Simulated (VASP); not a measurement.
# N (Pa-3) in VASP: further runs

Aim: see how the results for N move with the level of theory and the settings. Levels: r2SCAN, PBEsol. Tasks: single point, relaxation of cell and atoms.

Everything below comes from runs of VASP 6.6.1. Logs are shortened: lines on timing, memory, paths and dates and some standing lists are left out, and cuts for length are marked.

## (1) The cell of the first run

Symmetry: Pa-3, No. 205, cubic system. Conventional cell: a = 5.737 Å, b = 5.737 Å, c = 5.737 Å, α = 90.00°, β = 90.00°, γ = 90.00°. N (site symmetry 3) has 1 N at 1.09 Å within 1.5 Å.

## (2) Single point, r2SCAN

POSCAR reads:

```
N
1.0
    5.7366054085      0.0000000000      0.0000000000
    0.0000000000      5.7366054085      0.0000000000
    0.0000000000      0.0000000000      5.7366054085
N
8
Direct
    0.0549992053      0.4450007947      0.5549992053
    0.4450007947      0.5549992053      0.0549992053
    0.5549992053      0.0549992053      0.4450007947
    0.9450007947      0.9450007947      0.9450007947
    0.9450007947      0.5549992053      0.4450007947
    0.5549992053      0.4450007947      0.9450007947
    0.4450007947      0.9450007947      0.5549992053
    0.0549992053      0.0549992053      0.0549992053
```

INCAR.step1 reads:

```
PREC = Accurate
ENCUT = 520
ISMEAR = -1
SIGMA = 0.05
LREAL = False
LASPH = True
NELM = 60
NBANDS = 30
GGA = PE
ALGO = Normal
EDIFF = 1E-4
LWAVE = True
LCHARG = False
```

INCAR.step2 reads:

```
PREC = Accurate
ENCUT = 520
EDIFF = 1E-7
ISMEAR = -1
SIGMA = 0.05
LREAL = False
LASPH = True
NELM = 60
ALGO = Normal
ISIF = 2
LWAVE = False
LCHARG = True
METAGGA = R2SCAN
LMIXTAU = True
LELF = True
LVHAR = True
NBANDS = 30
ISTART = 1
```

KPOINTS reads:

```
regular mesh
0
Gamma
  5 5 5
```

Potentials or basis: VASP PAW PBE potentials, release 64 (N).

On the command line:

```
> cat potpaw_PBE.64/N/POTCAR > POTCAR
> cp INCAR.step1 INCAR
> mpirun -np 1 vasp_std > vasp.out
> cp INCAR.step2 INCAR
> mpirun -np 1 vasp_std > vasp.out
```

OUTCAR:

```text
PREC = Accurate
   ENCUT = 520
   EDIFF = 1E-7
   ISMEAR = -1
   LREAL = False
   LASPH = True
   NELM = 60
   ISIF = 2
   METAGGA = R2SCAN
   ISTART = 1

 ion  position               nearest neighbor table
   1  0.055  0.445  0.555-   5 1.09
   2  0.445  0.555  0.055-   6 1.09
   3  0.555  0.055  0.445-   7 1.09
   4  0.945  0.945  0.945-   8 1.09
   5  0.945  0.555  0.445-   1 1.09
   6  0.555  0.445  0.945-   2 1.09
   7  0.445  0.945  0.555-   3 1.09
   8  0.055  0.055  0.055-   4 1.09

  LATTYP: Found a simple cubic cell.
 ALAT       =     5.7366054085

  Lattice vectors:

 A1 = (   5.7366054085,   0.0000000000,   0.0000000000)
 A2 = (   0.0000000000,   5.7366054085,   0.0000000000)
 A3 = (   0.0000000000,   0.0000000000,   5.7366054085)

Analysis of symmetry for initial positions (statically):
=====================================================================
 Subroutine PRICEL returns:
 Original cell was already a primitive cell.

 Routine SETGRP: Setting up the symmetry group for a
 simple cubic supercell.

 Subroutine GETGRP returns: Found 24 space group operations
 (whereof  6 operations were pure point group operations)
 out of a pool of 48 trial point group operations.

The static configuration has the point symmetry S_6 .
 The point group associated with its full space group is T_h .

Analysis of symmetry for dynamics (positions and initial velocities):
=====================================================================
 Subroutine PRICEL returns:
 Original cell was already a primitive cell.

 Routine SETGRP: Setting up the symmetry group for a
 simple cubic supercell.

 Subroutine GETGRP returns: Found 24 space group operations
 (whereof  6 operations were pure point group operations)
 out of a pool of 48 trial point group operations.

The dynamic configuration has the point symmetry S_6 .
 The point group associated with its full space group is T_h .

 Subroutine INISYM returns: Found 24 space group operations
 (whereof  6 operations are pure point group operations),
 and found     1 'primitive' translations

----------------------------------------------------------------------------------------

                                     Primitive cell

  volume of cell :     188.7839

  direct lattice vectors                    reciprocal lattice vectors
     5.736605409  0.000000000  0.000000000     0.174319119  0.000000000  0.000000000
     0.000000000  5.736605409  0.000000000     0.000000000  0.174319119  0.000000000
     0.000000000  0.000000000  5.736605409     0.000000000  0.000000000  0.174319119

  length of vectors
     5.736605409  5.736605409  5.736605409     0.174319119  0.174319119  0.174319119

  position of ions in fractional coordinates (direct lattice)
     0.054999205  0.445000795  0.554999205
     0.445000795  0.554999205  0.054999205
     0.554999205  0.054999205  0.445000795
     0.945000795  0.945000795  0.945000795
     0.945000795  0.554999205  0.445000795
     0.554999205  0.445000795  0.945000795
     0.445000795  0.945000795  0.554999205
     0.054999205  0.054999205  0.054999205

  ion indices of the primitive-cell ions
   primitive index   ion index
                 1           1
                 2           2
                 3           3
                 4           4
                 5           5
                 6           6
                 7           7
                 8           8

----------------------------------------------------------------------------------------

 KPOINTS: regular mesh

Automatic generation of k-mesh.
 Grid dimensions read from file:
 generate k-points for:    5    5    5

 Generating k-lattice:

  Cartesian coordinates                     Fractional coordinates (reciprocal lattice)
     0.034863824  0.000000000  0.000000000     0.200000000  0.000000000  0.000000000
     0.000000000  0.034863824  0.000000000     0.000000000  0.200000000  0.000000000
     0.000000000  0.000000000  0.034863824     0.000000000  0.000000000  0.200000000

  Length of vectors
     0.034863824  0.034863824  0.034863824

  Shift w.r.t. Gamma in fractional coordinates (k-lattice)
     0.000000000  0.000000000  0.000000000

 Subroutine IBZKPT returns following result:
 ===========================================

 Found     11 irreducible k-points:

 Following reciprocal coordinates:
            Coordinates               Weight
  0.000000  0.000000  0.000000      1.000000
  0.200000  0.000000  0.000000      6.000000
  0.400000  0.000000  0.000000      6.000000
  0.200000  0.200000  0.000000     12.000000
  0.400000  0.200000  0.000000     12.000000
 -0.200000  0.400000  0.000000     12.000000
  0.400000  0.400000  0.000000     12.000000
  0.200000  0.200000  0.200000      8.000000
  0.400000  0.200000  0.200000     24.000000
  0.400000  0.400000  0.200000     24.000000
  0.400000  0.400000  0.400000      8.000000
   k-points           NKPTS =     11   k-points in BZ     NKDIM =     11   number of bands    NBANDS=     30
   number of dos      NEDOS =    301   number of ions     NIONS =      8
   total plane-waves  NPLWV = 110592
   dimension x,y,z NGX =    48 NGY =   48 NGZ =   48
   dimension x,y,z NGXF=    96 NGYF=   96 NGZF=   96
   ions per type =               8
   NGX,Y,Z   is equivalent  to a cutoff of  13.91, 13.91, 13.91 a.u.
   NGXF,Y,Z  is equivalent  to a cutoff of  27.82, 27.82, 27.82 a.u.
 SYSTEM =  unknown system
   PREC   = accura    normal or accurate (medium, high low for compatibility)
   ISTART =      1    job   : 0-new  1-cont  2-samecut
   ICHARG =      0    charge: 1-file 2-atom 10-const
   ISPIN  =      1    spin polarized calculation?
   LNONCOLLINEAR =      F non collinear calculations
   LSORBIT =      F    spin-orbit coupling
   LASPH  =      T    aspherical Exc in radial PAW
   ENCUT  =  520.0 eV  38.22 Ry    6.18 a.u.  10.67 10.67 10.67*2*pi/ulx,y,z
   NELM   =     60;   NELMIN=  2; NELMDL=  0     # of ELM steps
   EDIFF  = 0.1E-06   stopping-criterion for ELM
   LREAL  =      F    real-space projection
   EDIFFG = 0.1E-05   stopping-criterion for IOM
   NSW    =      0    number of steps for IOM
   IBRION =     -1    ionic relax: 0-MD 1-quasi-New 2-CG
   NFREE  =      0    steps in history (QN), initial steepest desc. (CG)
   ISIF   =      2    stress and relaxation
   ISYM   =      2    0-nonsym 1-usesym 2-fastsym
   POTIM  = 0.5000    time-step for ionic-motion
   TEBEG  =    0.0;   TEEND  =   0.0 temperature during run
   PSTRESS=    0.0 pullay stress
   NELECT =      40.0000    total number of electrons
   NUPDOWN=      -1.0000    fix difference up-down
   EMIN   =  10.00;   EMAX   =-10.00  energy-range for DOS
   EFERMI =   0.00;   METHOD = LEGACY
   ISMEAR =    -1;   SIGMA  =   0.05  broadening in eV -4-tet -1-fermi 0-gaus
   EFERMI_NEDOS =   21; number of points for ismear=-14 and -15
   IALGO  =     38    algorithm
   IMIX   =      4    mixing-type and parameters
     AMIX     =   0.40;   BMIX     =  1.00
     AMIX_MAG =   1.60;   BMIX_MAG =  1.00
  volume/ion in A,a.u.               =      23.60       159.25
  Fermi-wavevector in a.u.,A,eV,Ry     =   0.975978  1.844330 12.959988  0.952532
  Thomas-Fermi vector in A             =   2.106560
   LORBIT       =      0    0 simple, 1 ext, 2 COOP (PROOUT), +10 PAW based schemes
   METAGGA = R2SCAN    functional components
   LHFCALC =     F    Hartree Fock is set to
   AEXX    =    0.0000 exact exchange contribution
   IVDW    =     0    specifies the selected vdW correction
   LEPSILON=     F    determine dielectric tensor
   LRPA    =     F    only Hartree local field effects (RPA)
 non-spin polarized calculation
  energy-cutoff  :      520.00
  volume of cell :      188.78
 maximum number of plane-waves:      5105
 NGX is ok and might be reduce to    48
   NGX = 21   NGY = 21   NGZ = 21

 number of electron      40.0000006 magnetization

 Free energy of the ion-electron system (eV)
  ---------------------------------------------------
  ext. energy  EPLUGINS =         0.00000000
  ---------------------------------------------------
  free energy    TOTEN  =       -72.93163239 eV

  energy without entropy =      -72.93163239  energy(sigma->0) =      -72.93163239

 E-fermi :  -5.9582     XC(G=0):  -6.3742

 val. band max:       -7.2573242462   @ k =   0.4000   0.0000   0.0000
 cond. band min:       0.9568304486   @ k =   0.0000   0.0000   0.0000
 fundamental gap:      8.2141546948
 Fermi energy:        -5.9581836876

 k-point     1 :       0.0000    0.0000    0.0000
  band No.  band energies     occupation
      1     -26.6535      2.00000
      2     -26.6089      2.00000
      3     -26.6089      2.00000
      4     -26.6089      2.00000
      5     -10.9856      2.00000
      6     -10.9856      2.00000
[... 22 lines left out ...]
     29       4.7560      0.00000
     30       7.6859      0.00000

 k-point     2 :       0.2000    0.0000    0.0000
  band No.  band energies     occupation
      1     -26.6493      2.00000
      2     -26.6132      2.00000
      3     -26.6090      2.00000
      4     -26.6089      2.00000
      5     -10.9830      2.00000
      6     -10.9823      2.00000
[... 22 lines left out ...]
     29       4.8423      0.00000
     30       6.8210      0.00000

 k-point     3 :       0.4000    0.0000    0.0000
  band No.  band energies     occupation
      1     -26.6381      2.00000
      2     -26.6243      2.00000
      3     -26.6090      2.00000
      4     -26.6090      2.00000
      5     -10.9781      2.00000
      6     -10.9774      2.00000
[... 253 lines left out ...]
     29       5.6569      0.00000
     30       6.1820      0.00000

 k-point    11 :       0.4000    0.4000    0.4000
  band No.  band energies     occupation
      1     -26.6230      2.00000
      2     -26.6188      2.00000
      3     -26.6188      2.00000
      4     -26.6187      2.00000
      5     -10.9766      2.00000
      6     -10.9766      2.00000
[... 22 lines left out ...]
     29       5.9464      0.00000
     30       6.3445      0.00000

------------------------ aborting loop because EDIFF is reached ----------------------------------------

  FORCE on cell =-STRESS in cart. coord.  units (eV):
  Direction    XX          YY          ZZ          XY          YZ          ZX
  --------------------------------------------------------------------------------------
  -------------------------------------------------------------------------------------
  Total        2.9799070      2.9799070      2.9799070     -0.0000000      0.0000000      0.0000000
  in kB       25.2899725     25.2899725     25.2899725     -0.0000000      0.0000000      0.0000000
  external PRESSURE =      25.2899725 kB  Pullay stress =       0.0000000 kB

 VOLUME and BASIS-vectors are now :
 -----------------------------------------------------------------------------
  energy-cutoff  :      520.00
  volume of cell :      188.78
      direct lattice vectors                 reciprocal lattice vectors
     5.736605409  0.000000000  0.000000000     0.174319119  0.000000000  0.000000000
     0.000000000  5.736605409  0.000000000     0.000000000  0.174319119  0.000000000
     0.000000000  0.000000000  5.736605409     0.000000000  0.000000000  0.174319119

 POSITION                                       TOTAL-FORCE (eV/Angst)
 -----------------------------------------------------------------------------------
      0.31551      2.55279      3.18381         1.337005     -1.337005      1.337005
      2.55279      3.18381      0.31551        -1.337005      1.337005      1.337005
      3.18381      0.31551      2.55279         1.337005      1.337005     -1.337005
      5.42110      5.42110      5.42110        -1.337005     -1.337005     -1.337005
      5.42110      3.18381      2.55279        -1.337005      1.337005     -1.337005
      3.18381      2.55279      5.42110         1.337005     -1.337005     -1.337005
      2.55279      5.42110      3.18381        -1.337005     -1.337005      1.337005
      0.31551      0.31551      0.31551         1.337005      1.337005      1.337005
 -----------------------------------------------------------------------------------
    total drift:                                0.000000      0.000000      0.000000

  FREE ENERGIE OF THE ION-ELECTRON SYSTEM (eV)
  ---------------------------------------------------
  free  energy   TOTEN  =       -72.9316323855 eV

  energy  without entropy=      -72.9316323855  energy(sigma->0) =      -72.93163239
```

It took 6.8 min on 1 thread of Intel Xeon Platinum 8259CL at 2.50GHz (Skylake/Cascade Lake), shared host; peak memory 0.35 GiB.

What came out:

```
Free energy            : -72.9316 eV
Pressure               : 2.5 GPa
Largest force          : 2.316 eV/Å
Band gap on the k mesh : 8.21 eV (least direct gap 8.23 eV)
```

Forces on the atoms (eV/Å):
```
N    1.337 -1.337  1.337
N   -1.337  1.337  1.337
N    1.337  1.337 -1.337
N   -1.337 -1.337 -1.337
N   -1.337  1.337 -1.337
N    1.337 -1.337 -1.337
N   -1.337 -1.337  1.337
N    1.337  1.337  1.337
```

Caveat: the standard files for N, O and F lose accuracy on very short bonds; the PAW data sets were made with another functional, which shifts forces and pressure a little; an odd mesh through Γ misses points on the zone boundary, where band edges can lie.

[end of part 1 of 2]
